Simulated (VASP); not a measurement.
# Cu3P2S2 (I2_13) in VASP: single point with r2SCAN

Aim: the single point of Cu3P2S2 with r2SCAN.

Everything below comes from runs of VASP 6.6.1. Logs are shortened: lines on timing, memory, paths and dates and some standing lists are left out, and cuts for length are marked.

### 1 The cell of the first run

Symmetry: I2_13, No. 199, cubic system. Conventional cell: a = 7.698 Å, b = 7.698 Å, c = 7.698 Å, α = 90.00°, β = 90.00°, γ = 90.00°. Within 3.5 Å of P (site symmetry 3) lie 6 Cu at 2.47 to 2.76 Å and 3 P at 3.29 Å and 8 S at 3.31 to 3.45 Å. S (site symmetry 3) has 3 Cu at 2.26 Å within 3.0 Å. Cu (site symmetry 2) has 2 S at 2.26 Å and 4 P at 2.47 to 2.76 Å within 3.0 Å.

### 2 Single point, r2SCAN

File POSCAR:

```
Cu3P2S2
1.0
   -3.8488160000      3.8488160000      3.8488160000
    3.8488160000     -3.8488160000      3.8488160000
    3.8488160000      3.8488160000     -3.8488160000
P S Cu
4 4 6
Direct
    0.0800000000      0.0800000000      0.0800000000
    0.5000000000      0.0000000000      0.4200000000
    0.4200000000      0.5000000000      0.0000000000
    0.0000000000      0.4200000000      0.5000000000
    0.5760000000      0.5760000000      0.5760000000
    0.5000000000      0.0000000000      0.9240000000
    0.9240000000      0.5000000000      0.0000000000
    0.0000000000      0.9240000000      0.5000000000
    0.2500000000      0.5780000000      0.3280000000
    0.7500000000      0.9220000000      0.1720000000
    0.3280000000      0.2500000000      0.5780000000
    0.1720000000      0.7500000000      0.9220000000
    0.5780000000      0.3280000000      0.2500000000
    0.9220000000      0.1720000000      0.7500000000
```

File INCAR.step1:

```
SYSTEM = Cu3P2S2
PREC     = Accurate       ! precision mode
ENCUT    = 520            ! plane-wave cutoff, eV
ISMEAR   = 1              ! smearing method
SIGMA    = 0.0214         ! smearing width, eV
LREAL    = .False.        ! projectors in reciprocal space
LASPH    = .True.         ! aspherical terms in the spheres
NELM     = 80             ! most SCF steps
NELECT   = 108.0        
NBANDS   = 68             ! bands
GGA      = PE             ! functional
ALGO     = Normal         ! electronic algorithm
EDIFF    = 1E-4           ! SCF threshold, eV
LWAVE    = .True.         ! write WAVECAR
LCHARG   = .False.        ! write CHGCAR
```

File INCAR.step2:

```
SYSTEM = Cu3P2S2
PREC     = Accurate       ! precision mode
ENCUT    = 520            ! plane-wave cutoff, eV
EDIFF    = 1E-6           ! SCF threshold, eV
ISMEAR   = 1              ! smearing method
SIGMA    = 0.0214         ! smearing width, eV
LREAL    = .False.        ! projectors in reciprocal space
LASPH    = .True.         ! aspherical terms in the spheres
NELM     = 80             ! most SCF steps
ALGO     = Normal         ! electronic algorithm
ISIF     = 2              ! what is computed and relaxed
LWAVE    = .False.        ! write WAVECAR
LCHARG   = .False.        ! write CHGCAR
METAGGA  = R2SCAN         ! meta-GGA
LMIXTAU  = .True.       
NELECT   = 108.0        
NBANDS   = 68             ! bands
ISTART   = 1
```

File KPOINTS:

```
Automatic mesh
0
Gamma
  5 5 5
  0 0 0
```

Potentials or basis: VASP PAW PBE potentials, release 64 (P, S, Cu).

Started as:

```bash
> cat potpaw_PBE.64/P/POTCAR potpaw_PBE.64/S/POTCAR potpaw_PBE.64/Cu/POTCAR > POTCAR
> cp INCAR.step1 INCAR
> mpirun -np 1 vasp_std > vasp.out
> cp INCAR.step2 INCAR
> mpirun -np 1 vasp_std > vasp.out
```

OUTCAR:

```text
SYSTEM = Cu3P2S2
   PREC = Accurate
   ENCUT = 520
   EDIFF = 1E-6
   ISMEAR = 1
   LREAL = .False.
   LASPH = .True.
   NELM = 80
   ISIF = 2
   METAGGA = R2SCAN
   NELECT = 108.0
   ISTART = 1

 ion  position               nearest neighbor table
   1  0.080  0.080  0.080-  10 2.47  12 2.47  14 2.47   9 2.76  13 2.76  11 2.76
   2  0.500  0.000  0.420-   9 2.47  11 2.47  14 2.47  12 2.76  13 2.76  10 2.76
   3  0.420  0.500  0.000-  10 2.47  11 2.47  13 2.47  12 2.76  14 2.76   9 2.76
   4  0.000  0.420  0.500-   9 2.47  12 2.47  13 2.47  14 2.76  11 2.76  10 2.76
   5  0.576  0.576  0.576-   9 2.26  11 2.26  13 2.26
   6  0.500  0.000  0.924-  10 2.26  12 2.26  13 2.26
   7  0.924  0.500  0.000-   9 2.26  12 2.26  14 2.26
   8  0.000  0.924  0.500-  10 2.26  11 2.26  14 2.26
   9  0.250  0.578  0.328-   5 2.26   7 2.26   2 2.47   4 2.47   1 2.76   3 2.76
  10  0.750  0.922  0.172-   6 2.26   8 2.26   1 2.47   3 2.47   2 2.76   4 2.76
  11  0.328  0.250  0.578-   5 2.26   8 2.26   2 2.47   3 2.47   1 2.76   4 2.76
  12  0.172  0.750  0.922-   6 2.26   7 2.26   1 2.47   4 2.47   3 2.76   2 2.76
  13  0.578  0.328  0.250-   5 2.26   6 2.26   3 2.47   4 2.47   1 2.76   2 2.76
  14  0.922  0.172  0.750-   7 2.26   8 2.26   1 2.47   2 2.47   4 2.76   3 2.76

  LATTYP: Found a body centered cubic cell.
 ALAT       =     7.6976320000

  Lattice vectors:

 A1 = (  -3.8488160000,   3.8488160000,   3.8488160000)
 A2 = (   3.8488160000,  -3.8488160000,   3.8488160000)
 A3 = (   3.8488160000,   3.8488160000,  -3.8488160000)

Analysis of symmetry for initial positions (statically):
=====================================================================
 Subroutine PRICEL returns:
 Original cell was already a primitive cell.

 Routine SETGRP: Setting up the symmetry group for a
 body centered cubic supercell.

 Subroutine GETGRP returns: Found 12 space group operations
 (whereof  3 operations were pure point group operations)
 out of a pool of 48 trial point group operations.

The static configuration has the point symmetry C_3 .
 The point group associated with its full space group is T   .

Analysis of symmetry for dynamics (positions and initial velocities):
=====================================================================
 Subroutine PRICEL returns:
 Original cell was already a primitive cell.

[... 131 lines left out ...]
   EMIN   =  10.00;   EMAX   =-10.00  energy-range for DOS
   EFERMI =   0.00;   METHOD = LEGACY
   ISMEAR =     1;   SIGMA  =   0.02  broadening in eV -4-tet -1-fermi 0-gaus
   EFERMI_NEDOS =   21; number of points for ismear=-14 and -15
   IALGO  =     38    algorithm
   IMIX   =      4    mixing-type and parameters
     AMIX     =   0.40;   BMIX     =  1.00
     AMIX_MAG =   1.60;   BMIX_MAG =  1.00
  volume/ion in A,a.u.               =      16.29       109.93
  Fermi-wavevector in a.u.,A,eV,Ry     =   1.276054  2.411392 22.154542  1.628313
  Thomas-Fermi vector in A             =   2.408731
   LORBIT       =      0    0 simple, 1 ext, 2 COOP (PROOUT), +10 PAW based schemes
   METAGGA = R2SCAN    functional components
   LHFCALC =     F    Hartree Fock is set to
   AEXX    =    0.0000 exact exchange contribution
   IVDW    =     0    specifies the selected vdW correction
   LEPSILON=     F    determine dielectric tensor
   LRPA    =     F    only Hartree local field effects (RPA)
 non-spin polarized calculation
 Methfessel and Paxton  Order N= 1 SIGMA  =   0.02
  energy-cutoff  :      520.00
  volume of cell :      228.06
 maximum number of plane-waves:      6152
 NGX is ok and might be reduce to    50
   NGX = 25   NGY = 25   NGZ = 25

 number of electron     108.0000072 magnetization

 Free energy of the ion-electron system (eV)
  ---------------------------------------------------
  ext. energy  EPLUGINS =         0.00000000
  ---------------------------------------------------
  free energy    TOTEN  =      -140.80770282 eV

  energy without entropy =     -140.80681943  energy(sigma->0) =     -140.80740836

 E-fermi :   5.7198     XC(G=0): -11.2921

 val. band max:        5.7117159866   @ k =  -0.4000   0.4000   0.4000
 cond. band min:       5.7206823782   @ k =   0.2000   0.2000   0.2000
 fundamental gap:      0.0089663916
 Fermi energy:         5.7197612065

 k-point     1 :       0.0000    0.0000    0.0000
  band No.  band energies     occupation
      1      -8.7986      2.00000
      2      -7.4480      2.00000
      3      -7.4480      2.00000
      4      -7.4480      2.00000
      5      -5.1895      2.00000
      6      -4.4623      2.00000
[... 748 lines left out ...]
     65      10.4490      0.00000
     66      11.2073      0.00000
 [bands above 66 left out]

------------------------ aborting loop because EDIFF is reached ----------------------------------------

  FORCE on cell =-STRESS in cart. coord.  units (eV):
  Direction    XX          YY          ZZ          XY          YZ          ZX
  --------------------------------------------------------------------------------------
  -------------------------------------------------------------------------------------
  Total      -30.4647944    -30.4647944    -30.4647944     -0.0000000     -0.0000000     -0.0000000
  in kB     -214.0264235   -214.0264235   -214.0264235     -0.0000000     -0.0000000     -0.0000000
  external PRESSURE =    -214.0264235 kB  Pullay stress =       0.0000000 kB

 VOLUME and BASIS-vectors are now :
 -----------------------------------------------------------------------------
  energy-cutoff  :      520.00
  volume of cell :      228.06
      direct lattice vectors                 reciprocal lattice vectors
    -3.848816000  3.848816000  3.848816000     0.000000000  0.129910081  0.129910081
     3.848816000 -3.848816000  3.848816000     0.129910081  0.000000000  0.129910081
     3.848816000  3.848816000 -3.848816000     0.129910081  0.129910081  0.000000000

 POSITION                                       TOTAL-FORCE (eV/Angst)
 -----------------------------------------------------------------------------------
      0.30791      0.30791      0.30791        -0.141542     -0.141542     -0.141542
     -0.30791      3.54091      0.30791         0.141542      0.141542     -0.141542
      0.30791     -0.30791      3.54091        -0.141542      0.141542      0.141542
      3.54091      0.30791     -0.30791         0.141542     -0.141542      0.141542
      2.21692      2.21692      2.21692        -0.143432     -0.143432     -0.143432
      1.63190      5.48071     -1.63190         0.143432      0.143432     -0.143432
     -1.63190      1.63190      5.48071        -0.143432      0.143432      0.143432
      5.48071     -1.63190      1.63190         0.143432     -0.143432      0.143432
      2.52482     -0.00000      1.92441        -0.322533      0.000000      0.000000
      1.32399      0.00000      5.77322         0.322533      0.000000     -0.000000
      1.92441      2.52482      0.00000         0.000000     -0.322533     -0.000000
      5.77322      1.32399      0.00000         0.000000      0.322533      0.000000
     -0.00000      1.92441      2.52482         0.000000      0.000000     -0.322533
      0.00000      5.77322      1.32399         0.000000      0.000000      0.322533
 -----------------------------------------------------------------------------------
    total drift:                               -0.000174     -0.000174     -0.000175

  FREE ENERGIE OF THE ION-ELECTRON SYSTEM (eV)
  ---------------------------------------------------
  free  energy   TOTEN  =      -140.8077028243 eV

  energy  without entropy=     -140.8068194293  energy(sigma->0) =     -140.80740836
```

OUTCAR.step1:

```text
SYSTEM = Cu3P2S2
   PREC = Accurate
   ENCUT = 520
   ISMEAR = 1
   LREAL = .False.
   LASPH = .True.
[... 1016 lines left out ...]
      5.77322      1.32399      0.00000        -0.000000      0.307149     -0.000000
     -0.00000      1.92441      2.52482        -0.000000     -0.000000     -0.307149
      0.00000      5.77322      1.32399        -0.000000      0.000000      0.307149
 -----------------------------------------------------------------------------------
    total drift:                                0.000000      0.000000     -0.000000

  FREE ENERGIE OF THE ION-ELECTRON SYSTEM (eV)
  ---------------------------------------------------
  free  energy   TOTEN  =       -68.5564912707 eV

  energy  without entropy=      -68.5552378897  energy(sigma->0) =      -68.55607348
```

OSZICAR.step1:

```text
N       E                     dE             d eps       ncg     rms          rms(c)
DAV:   1     0.100897679340E+04    0.10090E+04   -0.44021E+04  1496   0.195E+03
DAV:   2     0.954251801591E+02   -0.91355E+03   -0.88306E+03  1496   0.451E+02
DAV:   3    -0.660044364758E+02   -0.16143E+03   -0.14869E+03  1980   0.200E+02
DAV:   4    -0.847245289164E+02   -0.18720E+02   -0.17741E+02  2368   0.743E+01
DAV:   5    -0.852636014697E+02   -0.53907E+00   -0.53559E+00  2360   0.165E+01    0.419E+01
DAV:   6    -0.110705605246E+03   -0.25442E+02   -0.38511E+02  1976   0.340E+02    0.402E+01
DAV:   7    -0.716968329095E+02    0.39009E+02   -0.10000E+02  1876   0.162E+02    0.172E+01
DAV:   8    -0.680535983213E+02    0.36432E+01   -0.24316E+01  2308   0.725E+01    0.489E+00
DAV:   9    -0.686249930340E+02   -0.57139E+00   -0.63927E+00  2372   0.194E+01    0.358E+00
DAV:  10    -0.686042652038E+02    0.20728E-01   -0.71588E-01  1892   0.165E+01    0.255E+00
DAV:  11    -0.685689326476E+02    0.35333E-01   -0.26213E-01  1828   0.107E+01    0.148E+00
DAV:  12    -0.685609229524E+02    0.80097E-02   -0.46434E-02  2208   0.196E+00    0.615E-01
DAV:  13    -0.685590138186E+02    0.19091E-02   -0.20562E-03  2424   0.486E-01    0.457E-01
DAV:  14    -0.685560023242E+02    0.30115E-02   -0.72565E-03  2028   0.171E+00    0.528E-02
DAV:  15    -0.685564607837E+02   -0.45846E-03   -0.37132E-03  2180   0.308E-01    0.139E-01
DAV:  16    -0.685564912707E+02   -0.30487E-04   -0.58242E-05   876   0.684E-02
   1 F= -.68556491E+02 E0= -.68556073E+02  d E =-.125338E-02
```

Wall time 12 min (1 thread of AMD EPYC 7R13 (Zen 3), shared host); peak memory 0.4 GiB.

What came out:

| Item | Value |
| --- | --- |
| Free energy | -140.8077 eV |
| Largest force | 0.323 eV/Å |

Forces on the atoms (eV/Å):
```
P   -0.142 -0.142 -0.142
P    0.142  0.142 -0.142
P   -0.142  0.142  0.142
P    0.142 -0.142  0.142
S   -0.143 -0.143 -0.143
S    0.143  0.143 -0.143
S   -0.143  0.143  0.143
S    0.143 -0.143  0.143
Cu  -0.323  0.000  0.000
Cu   0.323  0.000  0.000
Cu   0.000 -0.323  0.000
Cu   0.000  0.323  0.000
Cu   0.000  0.000 -0.323
Cu   0.000  0.000  0.323
```

Levels at points of the mesh, in eV from the Fermi level:
```
           k point  band 51  band 52  band 53  band 54  band 55  band 56  band 57  band 58
(0.00, 0.00, 0.00)     0.40     0.54     0.54     0.54     0.60     0.60     0.69     0.69
```

Caveat: the cell carries a net charge on a neutralising background, which shifts energy and pressure; the cell is charged against a uniform background, so pressure and absolute levels hang on convention; the PAW data sets were made with another functional, which shifts forces and pressure a little.
